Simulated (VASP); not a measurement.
Wanted: the native input for a VASP 6.6.1 run.

- Task: single point
- Functional: r2SCAN
- Potentials or basis: VASP PAW PBE potentials, release 64 (Li_sv, F)
- Cutoff: 520 eV
- k mesh: 10 × 10 × 10
- Occupations: gaussian, width 0.01 eV
- Spin: no spin polarisation
- Dipole correction: no
- Further INCAR settings: ALGO = Normal; EDIFF = 1e-06; NBANDS = 12

The system is LiF.

```
Li F
1.0
     0.00000    2.03477    1.96974
     2.03477    0.00000    1.96974
     2.03477    2.03477    0.00000
Li F
1 1
Direct
  0.00000 0.00000 0.00000
  0.50000 0.50000 0.50000
```

This cell differs from its parent crystal: epitaxial xy strain +2.0%.

The input as run:

POSCAR

```
LiF
1.0
    0.0000000000      2.0347691723      1.9697370552
    2.0347691723      0.0000000000      1.9697370552
    2.0347691723      2.0347691723      0.0000000000
Li F
1 1
Direct
    0.0000000000      0.0000000000      0.0000000000
    0.5000000000      0.5000000000      0.5000000000
```

INCAR.step1

```
SYSTEM = LiF
ALGO = Normal ; EDIFF = 1E-4
ENCUT = 520 ; GGA = PE
ISMEAR = 0 ; LASPH = .True.
LCHARG = .False. ; LREAL = .False.
LWAVE = .True. ; NBANDS = 12
NELM = 60 ; PREC = Accurate
SIGMA = 0.01
```

INCAR.step2

```
SYSTEM = LiF
ALGO = Normal ; EDIFF = 1E-6
ENCUT = 520 ; ISIF = 2
ISMEAR = 0 ; ISTART = 1
LASPH = .True. ; LCHARG = .True.
LELF = .True. ; LMIXTAU = .True.
LREAL = .False. ; LVHAR = .True.
LWAVE = .False. ; METAGGA = R2SCAN
NBANDS = 12 ; NELM = 60
PREC = Accurate ; SIGMA = 0.01
```

KPOINTS

```
k-points
0
Gamma
  10 10 10
  0 0 0
```

Potentials or basis: VASP PAW PBE potentials, release 64 (Li_sv, F).

The run is started by

```sh
$ cat potpaw_PBE.64/Li_sv/POTCAR potpaw_PBE.64/F/POTCAR > POTCAR
$ cp INCAR.step1 INCAR
$ mpirun -np 1 vasp_std > vasp.out
$ cp INCAR.step2 INCAR
$ mpirun -np 1 vasp_std > vasp.out
```

It gave:

```
Band gap on the k mesh : 10.25 eV, direct
```

Caveat: the cell differs from its parent crystal (epitaxial xy strain +2.0%).

Wall time 53 s on 1 thread of Intel(R) Xeon(R) Platinum 8488C (Sapphire Rapids) (shared host), peak memory 0.14 GiB.
